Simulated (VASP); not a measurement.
# ZnO (P6_3mc) in VASP: further runs

The runs below take ZnO through electric field gradients, with PBE.

Program: VASP 6.6.1. These are calculated values, not measurements. Logs are shortened: lines on timing, memory, paths and dates and some standing lists are left out, and cuts for length are marked.

## (1) The cell of the first run

Symmetry: P6_3mc, No. 186, hexagonal system. Conventional cell: a = 3.217 Å, b = 3.217 Å, c = 5.204 Å, α = 90.00°, β = 90.00°, γ = 120.00°. Within 2.6 Å of Zn (site symmetry 3m) lie 4 O at 1.96 to 1.99 Å. O (site symmetry 3m) has 4 Zn at 1.96 to 1.99 Å within 2.6 Å.

## (2) Electric field gradients, PBE (equal xx and yy strain of -1 %)

Contents of INCAR:

```
SYSTEM = ZnO
PREC = Accurate
ENCUT = 1000
EDIFF = 1E-8
ISMEAR = -1
SIGMA = 0.02
LREAL = .False.
LASPH = .True.
NELM = 120
ALGO = Normal
ISIF = 2
LWAVE = .False.
LCHARG = .False.
GGA = PE
LEFG = .True.
NBANDS = 26
GGA_COMPAT = .False.
```

Contents of KPOINTS:

```
Automatic mesh
0
Gamma
  11 11 6
  0 0 0
```

Contents of POSCAR:

```
ZnO
1.0
    3.2169047367      0.0000000000      0.0000000000
   -1.6084523683      2.7859212235      0.0000000000
    0.0000000000      0.0000000000      5.2038000000
Zn O
2 2
Direct
    0.3333333333      0.6666666667      0.0000000000
    0.6666666667      0.3333333333      0.5000000000
    0.3333333333      0.6666666667      0.3821000000
    0.6666666667      0.3333333333      0.8821000000
```

Potentials or basis: VASP PAW PBE potentials, release 64 (Zn, O_h).

On the command line:

```sh
$ cat potpaw_PBE.64/Zn/POTCAR potpaw_PBE.64/O_h/POTCAR > POTCAR
$ mpirun -np 1 vasp_std > vasp.out
```

OUTCAR:

```text
SYSTEM = ZnO
   PREC = Accurate
   ENCUT = 1000
   EDIFF = 1E-8
   ISMEAR = -1
   LREAL = .False.
   LASPH = .True.
   NELM = 120
   ISIF = 2
   GGA = PE

 ion  position               nearest neighbor table
   1  0.333  0.667  0.000-   4 1.96   4 1.96   4 1.96   3 1.99
   2  0.667  0.333  0.500-   3 1.96   3 1.96   3 1.96   4 1.99
   3  0.333  0.667  0.382-   2 1.96   2 1.96   2 1.96   1 1.99
   4  0.667  0.333  0.882-   1 1.96   1 1.96   1 1.96   2 1.99

  LATTYP: Found a hexagonal cell.
 ALAT       =     3.2169047367
 C/A-ratio  =     1.6176419341

  Lattice vectors:

 A1 = (   3.2169047367,   0.0000000000,   0.0000000000)
 A2 = (  -1.6084523683,   2.7859212235,   0.0000000000)
 A3 = (   0.0000000000,   0.0000000000,   5.2038000000)

Analysis of symmetry for initial positions (statically):
=====================================================================
 Subroutine PRICEL returns:
 Original cell was already a primitive cell.

 Routine SETGRP: Setting up the symmetry group for a
 hexagonal supercell.

 Subroutine GETGRP returns: Found 12 space group operations
 (whereof  6 operations were pure point group operations)
 out of a pool of 24 trial point group operations.

The static configuration has the point symmetry C_3v.
 The point group associated with its full space group is C_6v.

Analysis of symmetry for dynamics (positions and initial velocities):
=====================================================================
 Subroutine PRICEL returns:
 Original cell was already a primitive cell.

 Routine SETGRP: Setting up the symmetry group for a
 hexagonal supercell.

 Subroutine GETGRP returns: Found 12 space group operations
 (whereof  6 operations were pure point group operations)
 out of a pool of 24 trial point group operations.

The dynamic configuration has the point symmetry C_3v.
 The point group associated with its full space group is C_6v.

 Subroutine INISYM returns: Found 12 space group operations
 (whereof  6 operations are pure point group operations),
 and found     1 'primitive' translations

----------------------------------------------------------------------------------------

                                     Primitive cell

  volume of cell :      46.6367

  direct lattice vectors                    reciprocal lattice vectors
[... 134 lines left out ...]
  ---------------------------------------------------
  free energy    TOTEN  =       -17.78907820 eV

  energy without entropy =      -17.78907820  energy(sigma->0) =      -17.78907820

 E-fermi :   2.1890     XC(G=0): -11.0243

 val. band max:        1.7331147589   @ k =   0.0000   0.0000   0.0000
 cond. band min:       2.5396960331   @ k =   0.0000   0.0000   0.0000
 fundamental gap:      0.8065812742
 Fermi energy:         2.1890048438

 k-point     1 :       0.0000    0.0000    0.0000
  band No.  band energies     occupation
      1     -16.5396      2.00000
      2     -15.7955      2.00000
      3      -4.0946      2.00000
      4      -4.0946      2.00000
      5      -4.0710      2.00000
      6      -3.9984      2.00000
[... 685 lines left out ...]
     25      14.9158      0.00000
     26      16.4340      0.00000

 [... further k-points ...]
[... 5 lines left out ...]
  --------------------------------------------------------------------------------------
  -------------------------------------------------------------------------------------
  Total        2.9572078      2.9572078      2.2833623      0.0000000      0.0000000      0.0000000
  in kB      101.5932361    101.5932361     78.4436492      0.0000000      0.0000000      0.0000000
  external PRESSURE =      93.8767072 kB  Pullay stress =       0.0000000 kB

 VOLUME and BASIS-vectors are now :
 -----------------------------------------------------------------------------
  energy-cutoff  :     1000.00
  volume of cell :       46.64
      direct lattice vectors                 reciprocal lattice vectors
     3.216904737  0.000000000  0.000000000     0.310857822  0.179473847  0.000000000
    -1.608452368  2.785921223  0.000000000     0.000000000  0.358947694  0.000000000
     0.000000000  0.000000000  5.203800000     0.000000000  0.000000000  0.192167262

 POSITION                                       TOTAL-FORCE (eV/Angst)
 -----------------------------------------------------------------------------------
     -0.00000      1.85728      0.00000         0.000000     -0.000000      0.135385
      1.60845      0.92864      2.60190        -0.000000     -0.000000      0.135385
     -0.00000      1.85728      1.98837         0.000000     -0.000000     -0.135385
      1.60845      0.92864      4.59027        -0.000000      0.000000     -0.135385
 -----------------------------------------------------------------------------------
    total drift:                               -0.000000      0.000000     -0.000642

  FREE ENERGIE OF THE ION-ELECTRON SYSTEM (eV)
  ---------------------------------------------------
  free  energy   TOTEN  =       -17.7890782004 eV

  energy  without entropy=      -17.7890782003  energy(sigma->0) =      -17.78907820

 Electric field gradients (V/A^2)
---------------------------------------------------------------------
 ion       V_xx      V_yy      V_zz      V_xy      V_xz      V_yz
---------------------------------------------------------------------
   1      -6.305    -6.304    12.609     0.002    -0.000     0.000
   2      -6.305    -6.304    12.609     0.002     0.000    -0.000
   3       1.042     1.039    -2.081    -0.003     0.000    -0.000
   4       1.042     1.039    -2.081    -0.003    -0.000     0.000
---------------------------------------------------------------------

 Electric field gradients after diagonalization (V/A^2)
 (convention: |V_zz| > |V_xx| > |V_yy|)
----------------------------------------------------------------------
 ion       V_xx      V_yy      V_zz     asymmetry (V_yy - V_xx)/ V_zz
----------------------------------------------------------------------
   1      -6.306    -6.303    12.609       0.000
   2      -6.306    -6.303    12.609       0.000
   3       1.043     1.038    -2.081       0.003
   4       1.043     1.038    -2.081       0.003
----------------------------------------------------------------------

           NMR quadrupolar parameters

 Cq : quadrupolar parameter    Cq=e*Q*V_zz/h
 eta: asymmetry parameters     (V_yy - V_xx)/ V_zz
 Q  : nuclear electric quadrupole moment in mb (millibarn)
----------------------------------------------------------------------
 ion       Cq(MHz)       eta       Q (mb)
----------------------------------------------------------------------
   1       0.030       0.000       1.000
   2       0.030       0.000       1.000
   3      -0.005       0.003       1.000
   4      -0.005       0.003       1.000
----------------------------------------------------------------------
```

It took 3.4 min on 1 thread of Intel Xeon Platinum 8259CL at 2.50GHz (Skylake/Cascade Lake), shared host; peak memory 0.35 GiB.

What came out:

* Free energy: -17.7891 eV
* Pressure: 9.4 GPa
* Largest force: 0.135 eV/Å
* Band gap on the k mesh: 0.81 eV
* Largest electric field gradient by atom: Zn +12.6; O -2.1 V/Å²

Forces in eV/Å, atoms in the order of the input:
```
Zn   0.000  0.000  0.135
Zn   0.000  0.000  0.135
O    0.000  0.000 -0.135
O    0.000  0.000 -0.135
```

Electric field gradients, principal values (V/Å²):
```tsv
atom	least	middle	greatest (by size)
1 Zn	-6.303	-6.306	12.609
2 Zn	-6.303	-6.306	12.609
3 O	1.038	1.043	-2.081
4 O	1.038	1.043	-2.081
```

Caveat: the cell differs from its parent crystal (equal xx and yy strain of -1 %); the cell stands under pressure; without QUAD_EFG the Cq values of the log hold for a quadrupole moment of 1 mb, not for the nuclei.

## (3) Electric field gradients, PBE (12.01 Å³/atom)

This run uses another cell than the first one, of 12.01 Å³/atom.

Contents of INCAR:

```
SYSTEM = ZnO
PREC     = Accurate       ! precision mode
ENCUT    = 1000           ! plane-wave cutoff, eV
EDIFF    = 1E-8           ! SCF threshold, eV
ISMEAR   = -1             ! smearing method
SIGMA    = 0.02           ! smearing width, eV
LREAL    = .False.        ! projectors in reciprocal space
LASPH    = .True.         ! aspherical terms in the spheres
NELM     = 120            ! most SCF steps
ALGO     = Normal         ! electronic algorithm
ISIF     = 2              ! what is computed and relaxed
LWAVE    = .False.        ! write WAVECAR
LCHARG   = .False.        ! write CHGCAR
GGA      = PE             ! functional
LEFG     = .True.       
NBANDS   = 26             ! bands
GGA_COMPAT= .False.
```

KPOINTS is that of step 2.

Contents of POSCAR:

```
ZnO
1.0
    3.2601941478      0.0000000000      0.0000000000
   -1.6300970738      2.8234109532      0.0000000000
    0.0000000000      0.0000000000      5.2210884991
Zn O
2 2
Direct
    0.3333333333      0.6666666667      0.0000000000
    0.6666666667      0.3333333333      0.5000000000
    0.3333333333      0.6666666667      0.3821000000
    0.6666666667      0.3333333333      0.8821000000
```

Potentials or basis: VASP PAW PBE potentials, release 64 (Zn, O_h).

On the command line:

```sh
$ cat potpaw_PBE.64/Zn/POTCAR potpaw_PBE.64/O_h/POTCAR > POTCAR
$ mpirun -np 1 vasp_std > vasp.out
```

OUTCAR:

```text
SYSTEM = ZnO
   PREC = Accurate
   ENCUT = 1000
   EDIFF = 1E-8
   ISMEAR = -1
   LREAL = .False.
   LASPH = .True.
   NELM = 120
   ISIF = 2
   GGA = PE

 ion  position               nearest neighbor table
   1  0.333  0.667  0.000-   4 1.98   4 1.98   4 1.98   3 1.99
   2  0.667  0.333  0.500-   3 1.98   3 1.98   3 1.98   4 1.99
   3  0.333  0.667  0.382-   2 1.98   2 1.98   2 1.98   1 1.99
   4  0.667  0.333  0.882-   1 1.98   1 1.98   1 1.98   2 1.99

  LATTYP: Found a hexagonal cell.
 ALAT       =     3.2601941478
 C/A-ratio  =     1.6014655148

  Lattice vectors:

 A1 = (   3.2601941478,   0.0000000000,   0.0000000000)
 A2 = (  -1.6300970738,   2.8234109532,   0.0000000000)
 A3 = (   0.0000000000,   0.0000000000,   5.2210884991)

Analysis of symmetry for initial positions (statically):
=====================================================================
 Subroutine PRICEL returns:
 Original cell was already a primitive cell.

 Routine SETGRP: Setting up the symmetry group for a
 hexagonal supercell.

 Subroutine GETGRP returns: Found 12 space group operations
[... 897 lines left out ...]
     -0.00000      1.88227      0.00000         0.000000      0.000000      0.032513
      1.63010      0.94114      2.61054        -0.000000      0.000000      0.032513
     -0.00000      1.88227      1.99498        -0.000000      0.000000     -0.032513
      1.63010      0.94114      4.60552         0.000000     -0.000000     -0.032513
 -----------------------------------------------------------------------------------
    total drift:                               -0.000000     -0.000000     -0.000995

  FREE ENERGIE OF THE ION-ELECTRON SYSTEM (eV)
  ---------------------------------------------------
  free  energy   TOTEN  =       -17.8525565024 eV

  energy  without entropy=      -17.8525565024  energy(sigma->0) =      -17.85255650

 Electric field gradients (V/A^2)
---------------------------------------------------------------------
 ion       V_xx      V_yy      V_zz      V_xy      V_xz      V_yz
---------------------------------------------------------------------
   1      -3.738    -3.737     7.475     0.001    -0.000     0.000
   2      -3.738    -3.737     7.475     0.001     0.000    -0.000
   3       1.684     1.682    -3.366    -0.002     0.000    -0.000
   4       1.684     1.682    -3.366    -0.002    -0.000     0.000
---------------------------------------------------------------------

 Electric field gradients after diagonalization (V/A^2)
 (convention: |V_zz| > |V_xx| > |V_yy|)
----------------------------------------------------------------------
 ion       V_xx      V_yy      V_zz     asymmetry (V_yy - V_xx)/ V_zz
----------------------------------------------------------------------
   1      -3.738    -3.737     7.475       0.000
   2      -3.738    -3.737     7.475       0.000
   3       1.685     1.681    -3.366       0.001
   4       1.685     1.681    -3.366       0.001
----------------------------------------------------------------------

           NMR quadrupolar parameters

 Cq : quadrupolar parameter    Cq=e*Q*V_zz/h
 eta: asymmetry parameters     (V_yy - V_xx)/ V_zz
 Q  : nuclear electric quadrupole moment in mb (millibarn)
----------------------------------------------------------------------
 ion       Cq(MHz)       eta       Q (mb)
----------------------------------------------------------------------
   1       0.018       0.000       1.000
   2       0.018       0.000       1.000
   3      -0.008       0.001       1.000
   4      -0.008       0.001       1.000
----------------------------------------------------------------------
```

OSZICAR:

```text
N       E                     dE             d eps       ncg     rms          rms(c)
DAV:   1     0.404682085953E+03    0.40468E+03   -0.26495E+04  3376   0.313E+03
DAV:   2     0.493259666040E+02   -0.35536E+03   -0.33387E+03  3464   0.574E+02
DAV:   3    -0.174705839929E+02   -0.66797E+02   -0.64379E+02  3894   0.197E+02
DAV:   4    -0.210327865475E+02   -0.35622E+01   -0.35323E+01  3690   0.502E+01
DAV:   5    -0.210677324329E+02   -0.34946E-01   -0.34918E-01  3758   0.505E+00    0.147E+01
DAV:   6    -0.176717505154E+02    0.33960E+01   -0.61860E+00  5586   0.611E+01    0.878E+00
DAV:   7    -0.178973741836E+02   -0.22562E+00   -0.30499E+00  4014   0.169E+01    0.540E+00
DAV:   8    -0.178958353661E+02    0.15388E-02   -0.52768E-01  4470   0.693E+00    0.181E+00
DAV:   9    -0.178509324489E+02    0.44903E-01   -0.89026E-02  4692   0.562E+00    0.445E-01
DAV:  10    -0.178523562876E+02   -0.14238E-02   -0.40777E-02  3384   0.170E+00    0.120E-01
DAV:  11    -0.178525842355E+02   -0.22795E-03   -0.18020E-03  4026   0.927E-01    0.503E-02
DAV:  12    -0.178525451218E+02    0.39114E-04   -0.36086E-04  4064   0.579E-01    0.109E-02
DAV:  13    -0.178525619944E+02   -0.16873E-04   -0.58123E-05  3484   0.637E-02    0.234E-02
DAV:  14    -0.178525565052E+02    0.54892E-05   -0.15385E-05  3788   0.393E-02    0.337E-03
DAV:  15    -0.178525564946E+02    0.10663E-07   -0.13619E-06  3592   0.885E-03    0.837E-04
DAV:  16    -0.178525564882E+02    0.63756E-08   -0.10258E-07  4222   0.447E-03    0.596E-04
DAV:  17    -0.178525565020E+02   -0.13761E-07   -0.71014E-09  2082   0.143E-03    0.227E-04
DAV:  18    -0.178525565024E+02   -0.40382E-09   -0.19320E-09  1728   0.913E-04
   1 F= -.17852557E+02 E0= -.17852557E+02  d E =-.145809E-10
```

stdout:

```text
POSCAR found type information on POSCAR ZnO
 POSCAR found :  2 types and       4 ions
 scaLAPACK will be used
 LDA part: xc-table for (Slater+PW92), standard interpolation
 POSCAR, INCAR and KPOINTS ok, starting setup
 FFT: planning ... GRIDC
 FFT: planning ... GRID_SOFT
 FFT: planning ... GRID
 WAVECAR not read
 entering main loop
ion   1

ion   2

ion   3

ion   4
```

Run time: 3.1 min. Hardware: 1 thread of Intel Xeon Platinum 8375C at 2.90GHz (Ice Lake), shared host; peak memory 0.36 GiB.

What came out:

```yaml
Free_energy: -17.8526 eV
Pressure: 4.6 GPa
Largest_force: 0.033 eV/Å
Band_gap_on_the_k_mesh: 0.78 eV
Largest_electric_field_gradient_by_atom: Zn +7.5; O -3.4 V/Å²
```

Forces in eV/Å, atoms in the order of the input:
```
Zn   0.000  0.000  0.033
Zn   0.000  0.000  0.033
O    0.000  0.000 -0.033
O    0.000  0.000 -0.033
```

Stress tensor (GPa, compression positive):
```
4.47 0.00 0.00
0.00 4.47 0.00
0.00 0.00 4.78
```

Electric field gradients, principal values (V/Å²):
```csv
atom,least,middle,greatest (by size)
1 Zn,-3.737,-3.738,7.475
2 Zn,-3.737,-3.738,7.475
3 O,1.681,1.685,-3.366
4 O,1.681,1.685,-3.366
```

Caveat: the cell stands under pressure; semilocal functionals underestimate gaps, and a narrow one can read as zero; without QUAD_EFG the Cq values of the log hold for a quadrupole moment of 1 mb, not for the nuclei.
